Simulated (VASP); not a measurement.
Input of a VASP 6.6.1 run:

INCAR

```
SYSTEM = Li2Se
  PREC = Accurate
  ENCUT = 750
  EDIFF = 1E-6
  ISMEAR = 0
  SIGMA = 0.02
  LREAL = .FALSE.
  LASPH = .TRUE.
  NELM = 120
  ALGO = Normal
  ISIF = 2
  LWAVE = .FALSE.
  LCHARG = .FALSE.
  NBANDS = 13
  GGA_COMPAT = .FALSE.
```

The input KPOINTS:

```
regular mesh
0
G
  6 6 6
  0 0 0
```

POSCAR

```
Li2Se
1.0
   -0.0300250000      3.0025000000      3.0025000000
    3.0025000000     -0.0300250000      3.0025000000
    2.9724750000      2.9724750000      0.0000000000
Li Se
2 1
Direct
    0.2500000000      0.2500000000      0.2500000000
    0.7500000000      0.7500000000      0.7500000000
    0.0000000000      0.0000000000      0.0000000000
```

Potentials or basis: VASP PAW LDA potentials, release 64 (Li_sv, Se).

Run with:

```bash
$ cat potpaw_LDA.64/Li_sv/POTCAR potpaw_LDA.64/Se/POTCAR > POTCAR
$ mpirun -np 1 vasp_std > vasp.out
```

**Question.** Predict the pressure.

**Answer.** -2.6 GPa.

**Question.** Predict the largest force.

**Answer.** 0.016 eV/Å.

**Question.** What does it give for the band gap on the k mesh?

**Answer.** 2.78 eV, indirect (least direct gap 3.17 eV).

Stress tensor (GPa, compression positive):
```
-2.59  0.55  0.00
 0.55 -2.59  0.00
 0.00  0.00 -2.60
```

A k mesh can miss the band edges.
